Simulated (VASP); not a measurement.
Runs of VASP 6.6.1 on BN. The structure is that of space group R3m (No. 160), or close to it. The cells are those of the table. 

| task | cell | cutoff (eV) | smearing | gap on the mesh (eV) | pressure (GPa) |
| --- | --- | --- | --- | --- | --- |
| single point | a = 2.506, b = 2.506, c = 3.592 Å, angles 90.3, 110.1, 120.0°, 2 atoms | 600 | gaussian 0.02 eV | 4.19 | -0.1 |
| single point | a = 2.477, b = 2.477, c = 3.071 Å, angles 90.0, 113.8, 120.0°, 2 atoms | 600 | gaussian 0.01 eV | (a) | 15.9 |
| relaxation of cell and atoms | relaxed from a = 2.506, b = 2.506, c = 3.592 Å, angles 90.3, 110.1, 120.0°, 2 atoms | 600 | gaussian 0.01 eV | (b) | 0.0 |
| single point | a = 2.506, b = 2.506, c = 3.592 Å, angles 90.3, 110.1, 120.0°, 2 atoms | 520 | gaussian 0.02 eV | 4.19 | 0.1 |

Alike in all rows: level PBE+D3(BJ); potentials or basis VASP PAW PBE potentials, release 64 (B, N); no spin polarisation; k mesh 12 × 12 × 12.

Problem. Fill in the values left out.

Solution. (a) 3.66; (b) 4.21.

A k mesh can miss the band edges.
